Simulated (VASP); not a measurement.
# HfB (Fm-3m) in VASP: single point with PBE

Aim: the single point of HfB with PBE.

Program: VASP 6.6.1. These are calculated values, not measurements. Logs are shortened: lines on timing, memory, paths and dates and some standing lists are left out, and cuts for length are marked.

### Step 1. The cell of the first run

It takes space group Fm-3m (No. 225, cubic). Conventional cell: a = 4.620 Å, b = 4.620 Å, c = 4.620 Å, α = 90.00°, β = 90.00°, γ = 90.00°. Hf (site symmetry m-3m) has 6 B at 2.31 Å within 3.1 Å. Within 3.1 Å of B (site symmetry m-3m) lie 6 Hf at 2.31 Å.

### Step 2. Single point, PBE

INCAR reads:

```
SYSTEM = HfB
PREC = Accurate
ENCUT = 500
EDIFF = 1E-6
ISMEAR = -1
SIGMA = 0.0816
LREAL = .False.
LASPH = .True.
NELM = 120
ALGO = Normal
ISIF = 2
LWAVE = .False.
LCHARG = .False.
GGA = PE
NBANDS = 14
GGA_COMPAT = .False.
```

KPOINTS reads:

```
Automatic mesh
0
Gamma
  10 10 10
  0 0 0
```

POSCAR reads:

```
HfB
1.0
    0.0000000000      2.3100000000      2.3100000000
    2.3100000000      0.0000000000      2.3100000000
    2.3100000000      2.3100000000      0.0000000000
Hf B
1 1
Direct
    0.5000000000      0.5000000000      0.5000000000
    0.0000000000      0.0000000000      0.0000000000
```

Potentials or basis: VASP PAW PBE potentials, release 64 (Hf_pv, B).

Run with:

```
$ cat potpaw_PBE.64/Hf_pv/POTCAR potpaw_PBE.64/B/POTCAR > POTCAR
$ mpirun -np 1 vasp_std > vasp.out
```

OUTCAR:

```text
SYSTEM = HfB
   PREC = Accurate
   ENCUT = 500
   EDIFF = 1E-6
   ISMEAR = -1
   LREAL = .False.
   LASPH = .True.
   NELM = 120
   ISIF = 2
   GGA = PE

 ion  position               nearest neighbor table
   1  0.500  0.500  0.500-   2 2.31   2 2.31   2 2.31   2 2.31   2 2.31   2 2.31
   2  0.000  0.000  0.000-   1 2.31   1 2.31   1 2.31   1 2.31   1 2.31   1 2.31

  LATTYP: Found a face centered cubic cell.
 ALAT       =     4.6200000000

  Lattice vectors:

 A1 = (   0.0000000000,   2.3100000000,   2.3100000000)
 A2 = (   2.3100000000,   0.0000000000,   2.3100000000)
 A3 = (   2.3100000000,   2.3100000000,   0.0000000000)

Analysis of symmetry for initial positions (statically):
=====================================================================
 Subroutine PRICEL returns:
 Original cell was already a primitive cell.

 Routine SETGRP: Setting up the symmetry group for a
 face centered cubic supercell.

 Subroutine GETGRP returns: Found 48 space group operations
 (whereof 48 operations were pure point group operations)
 out of a pool of 48 trial point group operations.

The static configuration has the point symmetry O_h .

Analysis of symmetry for dynamics (positions and initial velocities):
=====================================================================
 Subroutine PRICEL returns:
 Original cell was already a primitive cell.

 Routine SETGRP: Setting up the symmetry group for a
 face centered cubic supercell.

 Subroutine GETGRP returns: Found 48 space group operations
 (whereof 48 operations were pure point group operations)
 out of a pool of 48 trial point group operations.

The dynamic configuration has the point symmetry O_h .

 Subroutine INISYM returns: Found 48 space group operations
 (whereof 48 operations are pure point group operations),
 and found     1 'primitive' translations

----------------------------------------------------------------------------------------

                                     Primitive cell

  volume of cell :      24.6528

  direct lattice vectors                    reciprocal lattice vectors
     0.000000000  2.310000000  2.310000000    -0.216450216  0.216450216  0.216450216
     2.310000000  0.000000000  2.310000000     0.216450216 -0.216450216  0.216450216
     2.310000000  2.310000000  0.000000000     0.216450216  0.216450216 -0.216450216

  length of vectors
     3.266833329  3.266833329  3.266833329     0.374902772  0.374902772  0.374902772

  position of ions in fractional coordinates (direct lattice)
[... 83 lines left out ...]
   IBRION =     -1    ionic relax: 0-MD 1-quasi-New 2-CG
   NFREE  =      0    steps in history (QN), initial steepest desc. (CG)
   ISIF   =      2    stress and relaxation
   ISYM   =      2    0-nonsym 1-usesym 2-fastsym
   POTIM  = 0.5000    time-step for ionic-motion
   TEBEG  =    0.0;   TEEND  =   0.0 temperature during run
   PSTRESS=    0.0 pullay stress
   NELECT =      13.0000    total number of electrons
   NUPDOWN=      -1.0000    fix difference up-down
   EMIN   =  10.00;   EMAX   =-10.00  energy-range for DOS
   EFERMI =   0.00;   METHOD = LEGACY
   ISMEAR =    -1;   SIGMA  =   0.08  broadening in eV -4-tet -1-fermi 0-gaus
   EFERMI_NEDOS =   21; number of points for ismear=-14 and -15
   IALGO  =     38    algorithm
   IMIX   =      4    mixing-type and parameters
     AMIX     =   0.40;   BMIX     =  1.00
     AMIX_MAG =   1.60;   BMIX_MAG =  1.00
  volume/ion in A,a.u.               =      12.33        83.18
  Fermi-wavevector in a.u.,A,eV,Ry     =   1.322617  2.499383 23.800871  1.749315
  Thomas-Fermi vector in A             =   2.452285
   LORBIT       =      0    0 simple, 1 ext, 2 COOP (PROOUT), +10 PAW based schemes
   GGA     = PE    functional components
   LHFCALC =     F    Hartree Fock is set to
   AEXX    =    0.0000 exact exchange contribution
   IVDW    =     0    specifies the selected vdW correction
   LEPSILON=     F    determine dielectric tensor
   LRPA    =     F    only Hartree local field effects (RPA)
 non-spin polarized calculation
  energy-cutoff  :      500.00
  volume of cell :       24.65
 maximum number of plane-waves:       636
   NGX = 11   NGY = 11   NGZ = 11

 number of electron      13.0000002 magnetization

 Free energy of the ion-electron system (eV)
  ---------------------------------------------------
  ext. energy  EPLUGINS =         0.00000000
  ---------------------------------------------------
  free energy    TOTEN  =       -17.15783215 eV

  energy without entropy =      -17.13140226  energy(sigma->0) =      -17.14461721

 E-fermi :   5.1179     XC(G=0): -12.3031

 val. band max:        5.0843122663   @ k =  -0.2000   0.1000   0.0000
 cond. band min:       5.1192044344   @ k =   0.5000   0.3000   0.1000
 fundamental gap:      0.0348921681
 Fermi energy:         5.1179470113

 k-point     1 :       0.0000    0.0000    0.0000
  band No.  band energies     occupation
      1     -23.1691      2.00000
      2     -23.1691      2.00000
      3     -23.1691      2.00000
      4      -4.4486      2.00000
      5       7.3284      0.00000
      6       7.3284      0.00000
      7       7.3284      0.00000
      8       9.0813      0.00000
      9       9.0813      0.00000
     10       9.0813      0.00000
     11       9.3544      0.00000
     12       9.3544      0.00000
     13      16.8028      0.00000
     14      18.1363      0.00000
[... 377 lines left out ...]
      1     -23.7133      2.00000
      2     -23.3900      2.00000
      3     -23.3672      2.00000
      4      -1.5013      2.00000
      5       2.9731      2.00000
      6       4.3486      1.99984
      7       6.4793      0.00000
      8       7.2956      0.00000
      9      11.4850      0.00000
     10      13.1150      0.00000
     11      13.3890      0.00000
     12      17.5985      0.00000
     13      18.0565      0.00000
     14      20.3406      0.00000

 [... further k-points ...]
[... 5 lines left out ...]
  --------------------------------------------------------------------------------------
  -------------------------------------------------------------------------------------
  Total        4.7122224      4.7122224      4.7122224      0.0000000      0.0000000      0.0000000
  in kB      306.2459991    306.2459991    306.2459991      0.0000000      0.0000000      0.0000000
  external PRESSURE =     306.2459991 kB  Pullay stress =       0.0000000 kB

 VOLUME and BASIS-vectors are now :
 -----------------------------------------------------------------------------
  energy-cutoff  :      500.00
  volume of cell :       24.65
      direct lattice vectors                 reciprocal lattice vectors
     0.000000000  2.310000000  2.310000000    -0.216450216  0.216450216  0.216450216
     2.310000000  0.000000000  2.310000000     0.216450216 -0.216450216  0.216450216
     2.310000000  2.310000000  0.000000000     0.216450216  0.216450216 -0.216450216

 POSITION                                       TOTAL-FORCE (eV/Angst)
 -----------------------------------------------------------------------------------
      2.31000      2.31000      2.31000        -0.000000     -0.000000     -0.000000
      0.00000      0.00000      0.00000         0.000000      0.000000      0.000000
 -----------------------------------------------------------------------------------
    total drift:                               -0.000000     -0.000000      0.000000

  FREE ENERGIE OF THE ION-ELECTRON SYSTEM (eV)
  ---------------------------------------------------
  free  energy   TOTEN  =       -17.1578321532 eV

  energy  without entropy=      -17.1314022620  energy(sigma->0) =      -17.14461721
```

Run time: 21 s. Hardware: 1 thread of Intel Xeon 8259CL, shared host; peak memory 0.15 GiB.

Results:

```
Free energy : -17.1578 eV
Pressure    : 30.6 GPa
```

Levels at points of the mesh, in eV from the Fermi level:
```csv
k point,band 3,band 4,band 5,band 6,band 7,band 8,band 9,band 10,band 11,band 12
"(0.00, 0.00, 0.00)",-28.29,-9.57,2.21,2.21,2.21,3.96,3.96,3.96,4.24,4.24
"(0.50, 0.00, 0.00)",-28.36,-5.01,-4.06,-1.36,-1.36,6.55,6.55,7.60,8.46,14.02
"(0.50, 0.50, 0.00)",-28.55,-6.73,-1.09,-0.90,2.38,2.38,6.26,7.93,7.93,9.44
```

Caveat: spin-orbit coupling is left out, which moves the levels of the heavy elements.
